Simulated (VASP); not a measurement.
# BAs (F-43m) in VASP: further runs

Runs on BAs. Level: PBE. Tasks: single point.

Program: VASP 6.6.1. These are calculated values, not measurements. Logs are shortened: lines on timing, memory, paths and dates and some standing lists are left out, and cuts for length are marked.

### Step 1. The cell of the first run

The structure is cubic, space group F-43m (No. 216). The conventional cell has a = 4.777 Å, b = 4.777 Å, c = 4.777 Å, α = 90.00°, β = 90.00°, γ = 90.00°. Within 2.7 Å of B (site symmetry -43m) lie 4 As at 2.07 Å. As (site symmetry -43m) has 4 B at 2.07 Å within 2.7 Å.

### Step 2. Single point, PBE

The input, INCAR:

```
PREC = Accurate
ENCUT = 520
EDIFF = 1E-6
ISMEAR = 0
SIGMA = 0.05
LREAL = False
LASPH = True
NELM = 100
ALGO = Normal
ISIF = 2
LWAVE = False
LCHARG = False
GGA = PE
NBANDS = 11
```

The input, KPOINTS:

```
Automatic mesh
0
Gamma
  10 10 10
```

The input, POSCAR:

```
BAs
1.0
    0.0000000000      2.3885000000      2.3885000000
    2.3885000000      0.0000000000      2.3885000000
    2.3885000000      2.3885000000      0.0000000000
B As
1 1
Direct
    0.0000000000      0.0000000000      0.0000000000
    0.7500000000      0.7500000000      0.7500000000
```

Potentials or basis: VASP PAW PBE potentials, release 64 (B, As).

On the command line:

```
$ cat potpaw_PBE.64/B/POTCAR potpaw_PBE.64/As/POTCAR > POTCAR
$ mpirun -np 1 vasp_std > vasp.out
```

OUTCAR:

```text
PREC = Accurate
   ENCUT = 520
   EDIFF = 1E-6
   ISMEAR = 0
   LREAL = False
   LASPH = True
   NELM = 100
   ISIF = 2
   GGA = PE

 ion  position               nearest neighbor table
   1  0.000  0.000  0.000-   2 2.07   2 2.07   2 2.07   2 2.07
   2  0.750  0.750  0.750-   1 2.07   1 2.07   1 2.07   1 2.07

  LATTYP: Found a face centered cubic cell.
 ALAT       =     4.7770000000

  Lattice vectors:

 A1 = (   0.0000000000,   2.3885000000,   2.3885000000)
 A2 = (   2.3885000000,   0.0000000000,   2.3885000000)
 A3 = (   2.3885000000,   2.3885000000,   0.0000000000)

Analysis of symmetry for initial positions (statically):
=====================================================================
 Subroutine PRICEL returns:
 Original cell was already a primitive cell.

 Routine SETGRP: Setting up the symmetry group for a
 face centered cubic supercell.

 Subroutine GETGRP returns: Found 24 space group operations
 (whereof 24 operations were pure point group operations)
 out of a pool of 48 trial point group operations.

The static configuration has the point symmetry T_d .

Analysis of symmetry for dynamics (positions and initial velocities):
=====================================================================
 Subroutine PRICEL returns:
 Original cell was already a primitive cell.

 Routine SETGRP: Setting up the symmetry group for a
 face centered cubic supercell.

 Subroutine GETGRP returns: Found 24 space group operations
 (whereof 24 operations were pure point group operations)
 out of a pool of 48 trial point group operations.

The dynamic configuration has the point symmetry T_d .

 Subroutine INISYM returns: Found 24 space group operations
 (whereof 24 operations are pure point group operations),
 and found     1 'primitive' translations

----------------------------------------------------------------------------------------

                                     Primitive cell

  volume of cell :      27.2525

  direct lattice vectors                    reciprocal lattice vectors
     0.000000000  2.388500000  2.388500000    -0.209336404  0.209336404  0.209336404
     2.388500000  0.000000000  2.388500000     0.209336404 -0.209336404  0.209336404
     2.388500000  2.388500000  0.000000000     0.209336404  0.209336404 -0.209336404

  length of vectors
     3.377849094  3.377849094  3.377849094     0.362581287  0.362581287  0.362581287

  position of ions in fractional coordinates (direct lattice)
     0.000000000  0.000000000  0.000000000
     0.750000000  0.750000000  0.750000000

  ion indices of the primitive-cell ions
   primitive index   ion index
                 1           1
                 2           2

----------------------------------------------------------------------------------------

 KPOINTS: Automatic mesh

Automatic generation of k-mesh.
 Grid dimensions read from file:
 generate k-points for:   10   10   10

 Generating k-lattice:

  Cartesian coordinates                     Fractional coordinates (reciprocal lattice)
    -0.020933640  0.020933640  0.020933640     0.100000000  0.000000000  0.000000000
     0.020933640 -0.020933640  0.020933640     0.000000000  0.100000000  0.000000000
     0.020933640  0.020933640 -0.020933640     0.000000000  0.000000000  0.100000000

  Length of vectors
     0.036258129  0.036258129  0.036258129

  Shift w.r.t. Gamma in fractional coordinates (k-lattice)
     0.000000000  0.000000000  0.000000000

 Subroutine IBZKPT returns following result:
 ===========================================

 Found     47 irreducible k-points:

 Following reciprocal coordinates:
            Coordinates               Weight
  0.000000  0.000000  0.000000      1.000000
  0.100000  0.000000  0.000000      8.000000
  0.200000  0.000000  0.000000      8.000000
  0.300000  0.000000  0.000000      8.000000
  0.400000  0.000000  0.000000      8.000000
  0.500000  0.000000  0.000000      4.000000
[... 16 lines left out ...]
  0.300000  0.300000  0.000000      6.000000
  0.400000  0.300000  0.000000     24.000000
 [... further k-points ...]
   k-points           NKPTS =     47   k-points in BZ     NKDIM =     47   number of bands    NBANDS=     11
   number of dos      NEDOS =    301   number of ions     NIONS =      2
   total plane-waves  NPLWV =  21952
   dimension x,y,z NGX =    28 NGY =   28 NGZ =   28
   dimension x,y,z NGXF=    56 NGYF=   56 NGZF=   56
   ions per type =               1   1
   NGX,Y,Z   is equivalent  to a cutoff of  13.78, 13.78, 13.78 a.u.
   NGXF,Y,Z  is equivalent  to a cutoff of  27.56, 27.56, 27.56 a.u.
 SYSTEM =  unknown system
   PREC   = accura    normal or accurate (medium, high low for compatibility)
   ISTART =      0    job   : 0-new  1-cont  2-samecut
   ICHARG =      2    charge: 1-file 2-atom 10-const
   ISPIN  =      1    spin polarized calculation?
   LNONCOLLINEAR =      F non collinear calculations
   LSORBIT =      F    spin-orbit coupling
   LASPH  =      T    aspherical Exc in radial PAW
   ENCUT  =  520.0 eV  38.22 Ry    6.18 a.u.   6.28  6.28  6.28*2*pi/ulx,y,z
   NELM   =    100;   NELMIN=  2; NELMDL= -5     # of ELM steps
   EDIFF  = 0.1E-05   stopping-criterion for ELM
   LREAL  =      F    real-space projection
   EDIFFG = 0.1E-04   stopping-criterion for IOM
   NSW    =      0    number of steps for IOM
   IBRION =     -1    ionic relax: 0-MD 1-quasi-New 2-CG
   NFREE  =      0    steps in history (QN), initial steepest desc. (CG)
   ISIF   =      2    stress and relaxation
   ISYM   =      2    0-nonsym 1-usesym 2-fastsym
   POTIM  = 0.5000    time-step for ionic-motion
   TEBEG  =    0.0;   TEEND  =   0.0 temperature during run
   PSTRESS=    0.0 pullay stress
   NELECT =       8.0000    total number of electrons
   NUPDOWN=      -1.0000    fix difference up-down
   EMIN   =  10.00;   EMAX   =-10.00  energy-range for DOS
   EFERMI =   0.00;   METHOD = LEGACY
   ISMEAR =     0;   SIGMA  =   0.05  broadening in eV -4-tet -1-fermi 0-gaus
   EFERMI_NEDOS =   21; number of points for ismear=-14 and -15
   IALGO  =     38    algorithm
   IMIX   =      4    mixing-type and parameters
     AMIX     =   0.40;   BMIX     =  1.00
     AMIX_MAG =   1.60;   BMIX_MAG =  1.00
  volume/ion in A,a.u.               =      13.63        91.95
  Fermi-wavevector in a.u.,A,eV,Ry     =   1.088018  2.056057 16.106360  1.183784
  Thomas-Fermi vector in A             =   2.224191
   LORBIT       =      0    0 simple, 1 ext, 2 COOP (PROOUT), +10 PAW based schemes
   GGA     = PE    functional components
   LHFCALC =     F    Hartree Fock is set to
   AEXX    =    0.0000 exact exchange contribution
   IVDW    =     0    specifies the selected vdW correction
   LEPSILON=     F    determine dielectric tensor
   LRPA    =     F    only Hartree local field effects (RPA)
 non-spin polarized calculation
 Gauss-broadening in eV      SIGMA  =   0.05
  energy-cutoff  :      520.00
  volume of cell :       27.25
 maximum number of plane-waves:       754
 NGX is ok and might be reduce to    28
   NGX = 13   NGY = 13   NGZ = 13

 number of electron       8.0000000 magnetization

 Free energy of the ion-electron system (eV)
  ---------------------------------------------------
  ext. energy  EPLUGINS =         0.00000000
  ---------------------------------------------------
  free energy    TOTEN  =       -11.40640277 eV

  energy without entropy =      -11.40640277  energy(sigma->0) =      -11.40640277

 E-fermi :   6.3603     XC(G=0): -10.5843

 val. band max:        6.1263304015   @ k =   0.0000   0.0000   0.0000
 cond. band min:       7.3017620036   @ k =   0.4000   0.4000   0.0000
 fundamental gap:      1.1754316021
 Fermi energy:         6.3602956929

 k-point     1 :       0.0000    0.0000    0.0000
  band No.  band energies     occupation
      1      -9.2749      2.00000
      2       6.1263      2.00000
      3       6.1263      2.00000
      4       6.1263      2.00000
      5       9.4028      0.00000
      6       9.4028      0.00000
      7       9.4028      0.00000
      8      10.8131      0.00000
      9      15.7090      0.00000
     10      19.0768      0.00000
     11      19.0768      0.00000

 k-point     2 :       0.1000    0.0000    0.0000
  band No.  band energies     occupation
      1      -9.1107      2.00000
      2       4.7309      2.00000
      3       5.8247      2.00000
      4       5.8247      2.00000
      5       9.5502      0.00000
      6       9.8001      0.00000
      7       9.8001      0.00000
      8      11.6850      0.00000
      9      16.3542      0.00000
     10      18.0093      0.00000
     11      18.0093      0.00000

 k-point     3 :       0.2000    0.0000    0.0000
  band No.  band energies     occupation
      1      -8.6264      2.00000
      2       2.3655      2.00000
      3       5.2500      2.00000
      4       5.2500      2.00000
      5       9.3351      0.00000
      6      10.5171      0.00000
      7      10.5171      0.00000
      8      13.3083      0.00000
      9      17.2898      0.00000
     10      17.2898      0.00000
     11      17.3527      0.00000

 k-point     4 :       0.3000    0.0000    0.0000
  band No.  band energies     occupation
      1      -7.8583      2.00000
      2       0.0738      2.00000
      3       4.7417      2.00000
      4       4.7417      2.00000
      5       9.0631      0.00000
      6      10.9192      0.00000
      7      10.9192      0.00000
      8      14.5734      0.00000
      9      17.4744      0.00000
     10      17.7372      0.00000
     11      17.7372      0.00000
[... 239 lines left out ...]
 k-point    22 :      -0.2000    0.2000    0.0000
  band No.  band energies     occupation
      1      -7.5949      2.00000
      2       0.6557      2.00000
      3       2.0531      2.00000
      4       4.8331      2.00000
      5      10.0597      0.00000
      6      11.2441      0.00000
      7      12.1365      0.00000
      8      13.1324      0.00000
      9      16.0106      0.00000
     10      18.7524      0.00000
     11      20.3077      0.00000

 k-point    23 :       0.3000    0.3000    0.0000
  band No.  band energies     occupation
      1      -7.3588      2.00000
      2       0.9138      2.00000
      3       2.9369      2.00000
      4       2.9369      2.00000
      5       7.5220      0.00000
      6       9.7837      0.00000
      7      14.5796      0.00000
      8      14.5796      0.00000
      9      17.1251      0.00000
     10      21.1915      0.00000
     11      21.2234      0.00000

 k-point    24 :       0.4000    0.3000    0.0000
  band No.  band energies     occupation
      1      -6.6308      2.00000
      2      -0.3314      2.00000
      3       2.1499      2.00000
      4       2.6401      2.00000
      5       7.8225      0.00000
      6       9.5221      0.00000
      7      14.9620      0.00000
      8      15.1948      0.00000
      9      18.1795      0.00000
     10      21.9433      0.00000
     11      21.9978      0.00000

 [... further k-points ...]

------------------------ aborting loop because EDIFF is reached ----------------------------------------

  FORCE on cell =-STRESS in cart. coord.  units (eV):
  Direction    XX          YY          ZZ          XY          YZ          ZX
  --------------------------------------------------------------------------------------
  -------------------------------------------------------------------------------------
  Total        0.5824743      0.5824743      0.5824743      0.0000000      0.0000000      0.0000000
  in kB       34.2437739     34.2437739     34.2437739      0.0000000      0.0000000      0.0000000
  external PRESSURE =      34.2437739 kB  Pullay stress =       0.0000000 kB

 VOLUME and BASIS-vectors are now :
 -----------------------------------------------------------------------------
  energy-cutoff  :      520.00
  volume of cell :       27.25
      direct lattice vectors                 reciprocal lattice vectors
     0.000000000  2.388500000  2.388500000    -0.209336404  0.209336404  0.209336404
     2.388500000  0.000000000  2.388500000     0.209336404 -0.209336404  0.209336404
     2.388500000  2.388500000  0.000000000     0.209336404  0.209336404 -0.209336404

 POSITION                                       TOTAL-FORCE (eV/Angst)
 -----------------------------------------------------------------------------------
      0.00000      0.00000      0.00000        -0.000000     -0.000000     -0.000000
      3.58275      3.58275      3.58275         0.000000      0.000000      0.000000
 -----------------------------------------------------------------------------------
    total drift:                                0.000000      0.000000      0.000000

  FREE ENERGIE OF THE ION-ELECTRON SYSTEM (eV)
  ---------------------------------------------------
  free  energy   TOTEN  =       -11.4064027695 eV

  energy  without entropy=      -11.4064027695  energy(sigma->0) =      -11.40640277
```

It took 14 s on 1 thread of AMD EPYC 7R43 (Zen 3), shared host; peak memory 0.13 GiB.

Results:

| Property | Result |
| --- | --- |
| Free energy | -11.4064 eV |
| Pressure | 3.4 GPa |
| Band gap on the k mesh | 1.18 eV, indirect (least direct gap 3.28 eV) |

A k mesh can miss the band edges. PBE gaps usually lie below the measured ones, often by a third to a half.

(Continued in part 2 of 2.)
